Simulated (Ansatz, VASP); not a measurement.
# Pd in VASP and in Ansatz

```
Pd
1.0
     2.78367    0.00000    0.00000
    -1.39183    2.41072    0.00000
     0.00000    0.00000    4.62889
Pd
2
Cartesian
  0.0000 1.6071 1.1572
  1.3918 0.8036 3.4717
```

Alike in both runs: task single point; functional B3LYP; k mesh 6 × 6 × 3; occupations fermi-dirac, width 0.05 eV; no spin polarisation.

|  | VASP | Ansatz |
| --- | --- | --- |
| version | VASP 6.6.1 | Ansatz 0.2.0 |
| potentials or method | VASP PAW PBE potentials, release 64 (Pd) | Ansatz PAW |
| plane-wave cutoff (eV) | 520 | 420 |
| valence electrons in the cell | 20 | 36 |

```csv
,VASP,Ansatz,Ansatz less VASP
gap on the k mesh at the Fermi level (eV),none,none,-
pressure (GPa),2.2,1.7,-0.52
"traceless stress, the component that is largest in VASP (GPa)",3.42,3.45,+0.035
```

VASP's potentials were made for PBE, not for B3LYP. A gap of «none» marks a metal or a gap that the smearing closes. With one functional, cell and mesh, what is left measures potentials, basis and numerics. VASP's potentials hold 20 valence electrons a cell and Ansatz's 36, so a difference there can come from the potentials and not from the codes.

The k mesh is coarse, so the values compare programs but aren't converged.
